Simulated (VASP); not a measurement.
Here is a VASP 6.6.1 calculation.

INCAR

```
SYSTEM = Na
PREC = Accurate
ENCUT = 520
EDIFF = 1E-6
ISMEAR = -1
SIGMA = 0.05
LREAL = .False.
LASPH = .True.
NELM = 60
ALGO = Normal
ISIF = 2
LWAVE = .False.
LCHARG = .True.
LELF = .True.
LVHAR = .True.
NBANDS = 14
```

The input KPOINTS:

```
regular mesh
0
Gamma
  12 12 7
  0 0 0
```

Contents of POSCAR:

```
Na
1.0
    3.3075478364      0.0000000000      0.0000000000
   -1.6537739182      2.8644204506      0.0000000000
    0.0000000000      0.0000000000      5.3582274951
Na
2
Direct
    0.3333333333      0.6666666667      0.2500000000
    0.6666666667      0.3333333333      0.7500000000
```

Potentials or basis: VASP PAW LDA potentials, release 64 (Na_pv).

The run is started by

```console
$ cat potpaw_LDA.64/Na_pv/POTCAR > POTCAR
$ mpirun -np 1 vasp_std > vasp.out
```

(1) Estimate the band gap on the k mesh.

(2) Estimate the pressure.

Results:

(1) zero (bands 7 and 8 overlap by 4.72 eV).

(2) 4.1 GPa.

Caveat: the cell stands under pressure.
